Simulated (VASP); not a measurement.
Write the native input for VASP 6.6.1 that does the following.

| Quantity | Value |
| --- | --- |
| Task | single point |
| Functional | r2SCAN |
| Potentials or basis | VASP PAW PBE potentials, release 64 (Al) |
| Cutoff | 520 eV |
| k mesh | 9 × 9 × 9 |
| Occupations | fermi-dirac, width 0.1 eV |
| Spin | non-collinear spin, zero start, spin-orbit coupling |
| Starting moments | [[0.0, 0.0, 0.0], [0.0, 0.0, 0.0]] μB |
| Dipole correction | no |
| Further INCAR settings | ALGO = Normal; EDIFF = 1e-06; NBANDS = 18 |

Al:

```
Al
1.0
     0.00000    3.01374    3.01374
     3.01374    0.00000    3.01374
     3.01374    3.01374    0.00000
Al
2
Direct
  0.12500 0.12500 0.12500
  0.87500 0.87500 0.87500
```

The input as run:

POSCAR

```
Al
1.0
    0.0000000000      3.0137355251      3.0137355251
    3.0137355251      0.0000000000      3.0137355251
    3.0137355251      3.0137355251      0.0000000000
Al
2
Direct
    0.1250000000      0.1250000000      0.1250000000
    0.8750000000      0.8750000000      0.8750000000
```

INCAR.step1

```
SYSTEM = Al
PREC = Accurate ; ENCUT = 520
ISMEAR = -1 ; SIGMA = 0.1
LREAL = .False. ; LASPH = .True.
NELM = 150 ; MAGMOM = 0 0 0 0 0 0
LSORBIT = .True. ; GGA_COMPAT = .False.
NBANDS = 18 ; GGA = PE
ALGO = Normal ; EDIFF = 1E-4
LWAVE = .True. ; LCHARG = .False.
```

INCAR.step2

```
SYSTEM = Al
PREC = Accurate ; ENCUT = 520
EDIFF = 1E-6 ; ISMEAR = -1
SIGMA = 0.1 ; LREAL = .False.
LASPH = .True. ; NELM = 150
ALGO = Normal ; ISIF = 2
LWAVE = .False. ; LCHARG = .False.
MAGMOM = 0 0 0 0 0 0 ; LORBIT = 11
LSORBIT = .True. ; GGA_COMPAT = .False.
LORBMOM = .True. ; METAGGA = R2SCAN
LMIXTAU = .True. ; NBANDS = 18
ISTART = 1
```

KPOINTS

```
Automatic mesh
0
Gamma
  9 9 9
  0 0 0
```

Potentials or basis: VASP PAW PBE potentials, release 64 (Al).

The run is started by

```bash
$ cat potpaw_PBE.64/Al/POTCAR > POTCAR
$ cp INCAR.step1 INCAR
$ mpirun -np 1 vasp_ncl > vasp.out
$ cp INCAR.step2 INCAR
$ mpirun -np 1 vasp_ncl > vasp.out
```

Results of the run:

```yaml
Pressure: -0.1 GPa
Net_moment: 0.00 μB per cell
Valence_electrons_inside_the_program's_atomic_spheres: Al 0.83
```

Caveat: the PAW data sets were made with another functional, which shifts forces and pressure a little.

It took 14 min on 1 thread of AMD EPYC 7R13, with other jobs on the host, peak memory 0.34 GiB.
